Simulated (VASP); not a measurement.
A run of VASP 6.6.1:

The input INCAR:

```
SYSTEM = AlRu
PREC     = Accurate       ! precision mode
ENCUT    = 600            ! plane-wave cutoff, eV
EDIFF    = 1E-7           ! SCF threshold, eV
ISMEAR   = 0              ! smearing method
SIGMA    = 0.1            ! smearing width, eV
LREAL    = .False.        ! projectors in reciprocal space
LASPH    = .True.         ! aspherical terms in the spheres
NELM     = 80             ! most SCF steps
ALGO     = Normal         ! electronic algorithm
ISIF     = 3              ! what is computed and relaxed
LWAVE    = .False.        ! write WAVECAR
LCHARG   = .False.        ! write CHGCAR
GGA      = PS             ! functional
IBRION   = 2              ! ionic algorithm
NSW      = 100            ! ionic steps
EDIFFG   = -0.005         ! ionic threshold
```

The input KPOINTS:

```
Automatic mesh
0
Gamma
  14 14 14
  0 0 0
```

Contents of POSCAR:

```
AlRu
1.0
    2.9916000000      0.0000000000      0.0000000000
    0.0000000000      2.9916000000      0.0000000000
    0.0000000000      0.0000000000      2.9916000000
Al Ru
1 1
Direct
    0.0000000000      0.0000000000      0.0000000000
    0.5000000000      0.5000000000      0.5000000000
```

Potentials or basis: VASP PAW PBE potentials, release 64 (Al, Ru_pv).

The run is started by

```console
$ cat potpaw_PBE.64/Al/POTCAR potpaw_PBE.64/Ru_pv/POTCAR > POTCAR
$ mpirun -np 1 vasp_std > vasp.out
```

Hardware: 1 thread of Intel(R) Xeon(R) Platinum 8488C (Sapphire Rapids), on a shared host.

Problem. Estimate the wall time of this run.

Solution. Wall time 41 s on 1 thread of Intel(R) Xeon(R) Platinum 8488C (Sapphire Rapids), on a shared host, peak memory 0.18 GiB. Counts: scf iterations 31, k points 120, ion steps 3.
